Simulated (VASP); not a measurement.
# KF (Fm-3m) in VASP: a series of runs

Aim: see how the results for KF move with the level of theory and the settings. Levels: LDA, PBEsol, r2SCAN. Tasks: electric field gradients.

Program: VASP 6.6.1. These are calculated values, not measurements. Logs are shortened: lines on timing, memory, paths and dates and some standing lists are left out, and cuts for length are marked.

## (1) The cell of the first run

The structure is cubic, space group Fm-3m (No. 225). Conventional cell: a = 5.347 Å, b = 5.347 Å, c = 5.347 Å, α = 90.00°, β = 90.00°, γ = 90.00°. Within 3.5 Å of K (site symmetry m-3m) lie 6 F at 2.67 Å. Within 3.5 Å of F (site symmetry m-3m) lie 6 K at 2.67 Å.

## (2) Electric field gradients, LDA

The input, INCAR:

```
SYSTEM = KF
ALGO     = Normal         ! electronic algorithm
EDIFF    = 1E-8           ! SCF threshold, eV
ENCUT    = 520            ! plane-wave cutoff, eV
GGA      = CA             ! functional
ISIF     = 2              ! what is computed and relaxed
ISMEAR   = -1             ! smearing method
LASPH    = .True.         ! aspherical terms in the spheres
LCHARG   = .False.        ! write CHGCAR
LEFG     = .True.       
LREAL    = .False.        ! projectors in reciprocal space
LWAVE    = .False.        ! write WAVECAR
NBANDS   = 15             ! bands
NELM     = 80             ! most SCF steps
PREC     = Accurate       ! precision mode
SIGMA    = 0.01           ! smearing width, eV
```

The input, KPOINTS:

```
k-points
0
Gamma
  9 9 9
  0 0 0
```

The input, POSCAR:

```
KF
1.0
    0.0000000000      2.6735000000      2.6735000000
    2.6735000000      0.0000000000      2.6735000000
    2.6735000000      2.6735000000      0.0000000000
K F
1 1
Direct
    0.0000000000      0.0000000000      0.0000000000
    0.5000000000      0.5000000000      0.5000000000
```

Potentials or basis: VASP PAW LDA potentials, release 64 (K_sv, F).

On the command line:

```sh
> cat potpaw_LDA.64/K_sv/POTCAR potpaw_LDA.64/F/POTCAR > POTCAR
> mpirun -np 1 vasp_std > vasp.out
```

OUTCAR:

```text
SYSTEM = KF
   EDIFF = 1E-8
   ENCUT = 520
   GGA = CA
   ISIF = 2
   ISMEAR = -1
   LASPH = .True.
   LREAL = .False.
   NELM = 80
   PREC = Accurate

 ion  position               nearest neighbor table
   1  0.000  0.000  0.000-   2 2.67   2 2.67   2 2.67   2 2.67   2 2.67   2 2.67
   2  0.500  0.500  0.500-   1 2.67   1 2.67   1 2.67   1 2.67   1 2.67   1 2.67

  LATTYP: Found a face centered cubic cell.
 ALAT       =     5.3470000000

  Lattice vectors:

 A1 = (   0.0000000000,   2.6735000000,   2.6735000000)
 A2 = (   2.6735000000,   0.0000000000,   2.6735000000)
 A3 = (   2.6735000000,   2.6735000000,   0.0000000000)

Analysis of symmetry for initial positions (statically):
=====================================================================
 Subroutine PRICEL returns:
 Original cell was already a primitive cell.

 Routine SETGRP: Setting up the symmetry group for a
 face centered cubic supercell.

 Subroutine GETGRP returns: Found 48 space group operations
 (whereof 48 operations were pure point group operations)
 out of a pool of 48 trial point group operations.

The static configuration has the point symmetry O_h .

Analysis of symmetry for dynamics (positions and initial velocities):
=====================================================================
 Subroutine PRICEL returns:
 Original cell was already a primitive cell.

 Routine SETGRP: Setting up the symmetry group for a
 face centered cubic supercell.

 Subroutine GETGRP returns: Found 48 space group operations
 (whereof 48 operations were pure point group operations)
 out of a pool of 48 trial point group operations.

The dynamic configuration has the point symmetry O_h .

 Subroutine INISYM returns: Found 48 space group operations
 (whereof 48 operations are pure point group operations),
 and found     1 'primitive' translations

----------------------------------------------------------------------------------------

                                     Primitive cell

  volume of cell :      38.2182

  direct lattice vectors                    reciprocal lattice vectors
     0.000000000  2.673500000  2.673500000    -0.187020759  0.187020759  0.187020759
     2.673500000  0.000000000  2.673500000     0.187020759 -0.187020759  0.187020759
     2.673500000  2.673500000  0.000000000     0.187020759  0.187020759 -0.187020759

[... 135 lines left out ...]
 Fermi energy:        -3.0211795529

 k-point     1 :       0.0000    0.0000    0.0000
  band No.  band energies     occupation
      1     -28.8735      2.00000
      2     -21.4518      2.00000
      3     -12.3473      2.00000
      4     -12.3473      2.00000
      5     -12.3473      2.00000
      6      -3.2368      2.00000
      7      -3.2368      2.00000
      8      -3.2368      2.00000
      9       2.5456      0.00000
     10       7.2724      0.00000
     11       7.2724      0.00000
     12       7.2724      0.00000
     13       9.0027      0.00000
     14       9.0027      0.00000
[... 401 lines left out ...]
      2     -21.4732      2.00000
      3     -12.9197      2.00000
      4     -12.5681      2.00000
      5     -12.5681      2.00000
      6      -3.4887      2.00000
      7      -3.2934      2.00000
      8      -3.2934      2.00000
      9       4.7136      0.00000
     10       6.6052      0.00000
     11       8.2994      0.00000
     12      10.2864      0.00000
     13      10.8178      0.00000
     14      10.8178      0.00000
     15      12.6636      0.00000

 [... further k-points ...]

------------------------ aborting loop because EDIFF is reached ----------------------------------------

  FORCE on cell =-STRESS in cart. coord.  units (eV):
  Direction    XX          YY          ZZ          XY          YZ          ZX
  --------------------------------------------------------------------------------------
  -------------------------------------------------------------------------------------
  Total       -0.8236969     -0.8236969     -0.8236969     -0.0000000      0.0000000     -0.0000000
  in kB      -34.5308659    -34.5308659    -34.5308659     -0.0000000      0.0000000     -0.0000000
  external PRESSURE =     -34.5308659 kB  Pullay stress =       0.0000000 kB

 VOLUME and BASIS-vectors are now :
 -----------------------------------------------------------------------------
  energy-cutoff  :      520.00
  volume of cell :       38.22
      direct lattice vectors                 reciprocal lattice vectors
     0.000000000  2.673500000  2.673500000    -0.187020759  0.187020759  0.187020759
     2.673500000  0.000000000  2.673500000     0.187020759 -0.187020759  0.187020759
     2.673500000  2.673500000  0.000000000     0.187020759  0.187020759 -0.187020759

 POSITION                                       TOTAL-FORCE (eV/Angst)
 -----------------------------------------------------------------------------------
      0.00000      0.00000      0.00000        -0.000000     -0.000000     -0.000000
      2.67350      2.67350      2.67350         0.000000      0.000000      0.000000
 -----------------------------------------------------------------------------------
    total drift:                                0.000000      0.000000      0.000000

  FREE ENERGIE OF THE ION-ELECTRON SYSTEM (eV)
  ---------------------------------------------------
  free  energy   TOTEN  =        -9.0327966154 eV

  energy  without entropy=       -9.0327966154  energy(sigma->0) =       -9.03279662

 Electric field gradients (V/A^2)
---------------------------------------------------------------------
 ion       V_xx      V_yy      V_zz      V_xy      V_xz      V_yz
---------------------------------------------------------------------
   1       0.000     0.000     0.000     0.000     0.000     0.000
   2      -0.000    -0.000     0.000     0.008     0.008     0.008
---------------------------------------------------------------------

 Electric field gradients after diagonalization (V/A^2)
 (convention: |V_zz| > |V_xx| > |V_yy|)
----------------------------------------------------------------------
 ion       V_xx      V_yy      V_zz     asymmetry (V_yy - V_xx)/ V_zz
----------------------------------------------------------------------
   1      -0.000    -0.000     0.000       0.000
   2      -0.008    -0.008     0.015       0.000
----------------------------------------------------------------------

           NMR quadrupolar parameters

 Cq : quadrupolar parameter    Cq=e*Q*V_zz/h
 eta: asymmetry parameters     (V_yy - V_xx)/ V_zz
 Q  : nuclear electric quadrupole moment in mb (millibarn)
----------------------------------------------------------------------
 ion       Cq(MHz)       eta       Q (mb)
----------------------------------------------------------------------
   1       0.000       0.000       1.000
   2       0.000       0.000       1.000
----------------------------------------------------------------------
```

Run time: 8.8 s. Hardware: 1 thread of Intel Xeon 6975P-C (Granite Rapids), shared host; peak memory 0.15 GiB.

What came out:

```yaml
Free_energy: -9.0328 eV
Pressure: -3.5 GPa
Band_gap_on_the_k_mesh: 5.78 eV
Largest_electric_field_gradient_by_atom: zero within the noise of the run
```

Caveat: the cell stands under tension; an odd mesh through Γ misses points on the zone boundary, where band edges can lie.

## (3) Electric field gradients, PBEsol

The input, INCAR:

```
SYSTEM = KF
PREC = Accurate
ENCUT = 520
EDIFF = 1E-8
ISMEAR = -1
SIGMA = 0.01
LREAL = .False.
LASPH = .True.
NELM = 80
ALGO = Normal
ISIF = 2
LWAVE = .False.
LCHARG = .False.
GGA = PS
LEFG = .True.
NBANDS = 15
```

The input, KPOINTS:

```
regular mesh
0
Gamma
  9 9 9
  0 0 0
```

POSCAR is that of step 2.

Potentials or basis: VASP PAW PBE potentials, release 64 (K_sv, F).

On the command line:

```sh
> cat potpaw_PBE.64/K_sv/POTCAR potpaw_PBE.64/F/POTCAR > POTCAR
> mpirun -np 1 vasp_std > vasp.out
```

OUTCAR:

```text
SYSTEM = KF
   PREC = Accurate
   ENCUT = 520
   EDIFF = 1E-8
   ISMEAR = -1
   LREAL = .False.
   LASPH = .True.
   NELM = 80
   ISIF = 2
   GGA = PS

 ion  position               nearest neighbor table
   1  0.000  0.000  0.000-   2 2.67   2 2.67   2 2.67   2 2.67   2 2.67   2 2.67
   2  0.500  0.500  0.500-   1 2.67   1 2.67   1 2.67   1 2.67   1 2.67   1 2.67

  LATTYP: Found a face centered cubic cell.
 ALAT       =     5.3470000000

  Lattice vectors:

 A1 = (   0.0000000000,   2.6735000000,   2.6735000000)
 A2 = (   2.6735000000,   0.0000000000,   2.6735000000)
 A3 = (   2.6735000000,   2.6735000000,   0.0000000000)

Analysis of symmetry for initial positions (statically):
=====================================================================
 Subroutine PRICEL returns:
 Original cell was already a primitive cell.

 Routine SETGRP: Setting up the symmetry group for a
 face centered cubic supercell.

 Subroutine GETGRP returns: Found 48 space group operations
 (whereof 48 operations were pure point group operations)
 out of a pool of 48 trial point group operations.

The static configuration has the point symmetry O_h .

Analysis of symmetry for dynamics (positions and initial velocities):
=====================================================================
 Subroutine PRICEL returns:
 Original cell was already a primitive cell.

 Routine SETGRP: Setting up the symmetry group for a
 face centered cubic supercell.

 Subroutine GETGRP returns: Found 48 space group operations
 (whereof 48 operations were pure point group operations)
 out of a pool of 48 trial point group operations.

[... 576 lines left out ...]
      7      -2.9698      2.00000
      8      -2.9698      2.00000
      9       5.2359      0.00000
     10       7.0850      0.00000
     11       8.8452      0.00000
     12      10.6308      0.00000
     13      11.1551      0.00000
     14      11.1551      0.00000
     15      13.1405      0.00000

 [... further k-points ...]

------------------------ aborting loop because EDIFF is reached ----------------------------------------

  FORCE on cell =-STRESS in cart. coord.  units (eV):
  Direction    XX          YY          ZZ          XY          YZ          ZX
  --------------------------------------------------------------------------------------
  -------------------------------------------------------------------------------------
  Total       -0.1620174     -0.1620174     -0.1620174      0.0000000     -0.0000000      0.0000000
  in kB       -6.7920608     -6.7920608     -6.7920608      0.0000000     -0.0000000      0.0000000
  external PRESSURE =      -6.7920608 kB  Pullay stress =       0.0000000 kB

 VOLUME and BASIS-vectors are now :
 -----------------------------------------------------------------------------
  energy-cutoff  :      520.00
  volume of cell :       38.22
      direct lattice vectors                 reciprocal lattice vectors
     0.000000000  2.673500000  2.673500000    -0.187020759  0.187020759  0.187020759
     2.673500000  0.000000000  2.673500000     0.187020759 -0.187020759  0.187020759
     2.673500000  2.673500000  0.000000000     0.187020759  0.187020759 -0.187020759

 POSITION                                       TOTAL-FORCE (eV/Angst)
 -----------------------------------------------------------------------------------
      0.00000      0.00000      0.00000        -0.000000     -0.000000     -0.000000
      2.67350      2.67350      2.67350         0.000000      0.000000      0.000000
 -----------------------------------------------------------------------------------
    total drift:                                0.000000      0.000000      0.000000

  FREE ENERGIE OF THE ION-ELECTRON SYSTEM (eV)
  ---------------------------------------------------
  free  energy   TOTEN  =        -8.5194145252 eV

  energy  without entropy=       -8.5194145252  energy(sigma->0) =       -8.51941453

 Electric field gradients (V/A^2)
---------------------------------------------------------------------
 ion       V_xx      V_yy      V_zz      V_xy      V_xz      V_yz
---------------------------------------------------------------------
   1       0.000     0.000    -0.000     0.000     0.000     0.000
   2       0.000     0.000     0.000     0.008     0.008     0.008
---------------------------------------------------------------------

 Electric field gradients after diagonalization (V/A^2)
 (convention: |V_zz| > |V_xx| > |V_yy|)
----------------------------------------------------------------------
 ion       V_xx      V_yy      V_zz     asymmetry (V_yy - V_xx)/ V_zz
----------------------------------------------------------------------
   1      -0.000    -0.000     0.000       0.000
   2      -0.008    -0.008     0.015       0.000
----------------------------------------------------------------------

           NMR quadrupolar parameters

 Cq : quadrupolar parameter    Cq=e*Q*V_zz/h
 eta: asymmetry parameters     (V_yy - V_xx)/ V_zz
 Q  : nuclear electric quadrupole moment in mb (millibarn)
----------------------------------------------------------------------
 ion       Cq(MHz)       eta       Q (mb)
----------------------------------------------------------------------
   1       0.000       0.000       1.000
   2       0.000       0.000       1.000
----------------------------------------------------------------------
```

OSZICAR:

```text
N       E                     dE             d eps       ncg     rms          rms(c)
DAV:   1     0.110388470578E+03    0.11039E+03   -0.81999E+03  1066   0.104E+03
DAV:   2    -0.509054040401E+01   -0.11548E+03   -0.10621E+03  1429   0.284E+02
DAV:   3    -0.952931331872E+01   -0.44388E+01   -0.44199E+01  1367   0.495E+01
DAV:   4    -0.964339592761E+01   -0.11408E+00   -0.11407E+00  1409   0.769E+00
DAV:   5    -0.964606558670E+01   -0.26697E-02   -0.26696E-02  1468   0.931E-01    0.588E+00
DAV:   6    -0.856032052620E+01    0.10857E+01   -0.30022E+00  1127   0.139E+01    0.406E+00
DAV:   7    -0.852466281719E+01    0.35658E-01   -0.66801E-02  1302   0.222E+00    0.231E+00
DAV:   8    -0.851732131834E+01    0.73415E-02   -0.50787E-02  1253   0.223E+00    0.208E-01
DAV:   9    -0.851880343606E+01   -0.14821E-02   -0.43514E-03  1302   0.553E-01    0.121E-01
DAV:  10    -0.851919248750E+01   -0.38905E-03   -0.36674E-04  1176   0.170E-01    0.788E-02
DAV:  11    -0.851941434097E+01   -0.22185E-03   -0.20809E-04  1127   0.106E-01    0.152E-02
DAV:  12    -0.851941430119E+01    0.39780E-07   -0.11322E-05  1298   0.335E-02    0.512E-03
DAV:  13    -0.851941444507E+01   -0.14388E-06   -0.24240E-06  1176   0.135E-02    0.250E-03
DAV:  14    -0.851941449175E+01   -0.46680E-07   -0.65598E-08  1358   0.245E-03    0.536E-04
DAV:  15    -0.851941451952E+01   -0.27765E-07   -0.44538E-09   934   0.498E-04    0.745E-05
DAV:  16    -0.851941452523E+01   -0.57171E-08   -0.85094E-10   644   0.249E-04
   1 F= -.85194145E+01 E0= -.85194145E+01  d E =-.226466E-11
```

It took 10 s on 1 thread of Intel Xeon 6975P-C (Granite Rapids), shared host; peak memory 0.16 GiB.

Results:

```yaml
Free_energy: -8.5194 eV
Pressure: -0.7 GPa
Band_gap_on_the_k_mesh: 6.02 eV
Largest_electric_field_gradient_by_atom: zero within the noise of the run
```

Levels at points of the mesh, in eV from the valence-band top:
| k point | band 5 | band 6 | band 7 | band 8 | band 9 | band 10 | band 11 | band 12 |
| --- | --- | --- | --- | --- | --- | --- | --- | --- |
| (0.00, 0.00, 0.00) | -9.28 | 0.00 | 0.00 | 0.00 | 6.02 | 10.63 | 10.63 | 10.63 |

Caveat: the PAW data sets were made with another functional, which shifts forces and pressure a little; an odd mesh through Γ misses points on the zone boundary, where band edges can lie.

(Continued in part 2 of 2.)
